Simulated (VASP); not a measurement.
Here is a VASP 6.6.1 calculation.

Contents of POSCAR.step1:

```
K
1.0
    0.0000000000      3.2869015055      3.2869015055
    3.2869015055      0.0000000000      3.2869015055
    3.2869015055      3.2869015055      0.0000000000
K
1
Direct
    0.0000000000      0.0000000000      0.0000000000
```

File POSCAR.step2:

```
K
1.0
    0.0000000000      3.3226314950      3.3226314950
    3.3226314950      0.0000000000      3.3226314950
    3.3226314950      3.3226314950      0.0000000000
K
1
Direct
    0.0000000000      0.0000000000      0.0000000000
```

The input POSCAR.step3:

```
K
1.0
    0.0000000000      3.3576091338      3.3576091338
    3.3576091338      0.0000000000      3.3576091338
    3.3576091338      3.3576091338      0.0000000000
K
1
Direct
    0.0000000000      0.0000000000      0.0000000000
```

Contents of POSCAR.step4:

```
K
1.0
    0.0000000000      3.3918728180      3.3918728180
    3.3918728180      0.0000000000      3.3918728180
    3.3918728180      3.3918728180      0.0000000000
K
1
Direct
    0.0000000000      0.0000000000      0.0000000000
```

POSCAR.step5

```
K
1.0
    0.0000000000      3.4254579014      3.4254579014
    3.4254579014      0.0000000000      3.4254579014
    3.4254579014      3.4254579014      0.0000000000
K
1
Direct
    0.0000000000      0.0000000000      0.0000000000
```

POSCAR.step6

```
K
1.0
    0.0000000000      3.4583970173      3.4583970173
    3.4583970173      0.0000000000      3.4583970173
    3.4583970173      3.4583970173      0.0000000000
K
1
Direct
    0.0000000000      0.0000000000      0.0000000000
```

Contents of POSCAR.step7:

```
K
1.0
    0.0000000000      3.4907203582      3.4907203582
    3.4907203582      0.0000000000      3.4907203582
    3.4907203582      3.4907203582      0.0000000000
K
1
Direct
    0.0000000000      0.0000000000      0.0000000000
```

INCAR

```
GGA = PE
ISMEAR = 1
SIGMA = 0.1
LWAVE = F
LCHARG = F
ISIF = 2
NSW = 0
ENCUT = 450
PREC = Accurate
LASPH = T
LREAL = F
ALGO = Normal
EDIFF = 1E-7
NELM = 120
GGA_COMPAT = F
```

The input KPOINTS:

```
k-points
0
Gamma
  9 9 9
```

Potentials or basis: VASP PAW PBE potentials, release 64 (K_sv_GW).

The run is started by

```bash
$ cat potpaw_PBE.64/K_sv_GW/POTCAR > POTCAR
$ cp POSCAR.step1 POSCAR
$ mpirun -np 1 vasp_std > vasp.out
$ cp POSCAR.step2 POSCAR
$ mpirun -np 1 vasp_std > vasp.out
$ cp POSCAR.step3 POSCAR
$ mpirun -np 1 vasp_std > vasp.out
$ cp POSCAR.step4 POSCAR
$ mpirun -np 1 vasp_std > vasp.out
$ cp POSCAR.step5 POSCAR
$ mpirun -np 1 vasp_std > vasp.out
$ cp POSCAR.step6 POSCAR
$ mpirun -np 1 vasp_std > vasp.out
$ cp POSCAR.step7 POSCAR
$ mpirun -np 1 vasp_std > vasp.out
```

(1) What does it give for the bulk modulus?

(2) What does it give for the pressure derivative of the bulk modulus?

## Answers

(1) 3.6 GPa.

(2) 3.7 (rough: it moves with the points fitted).
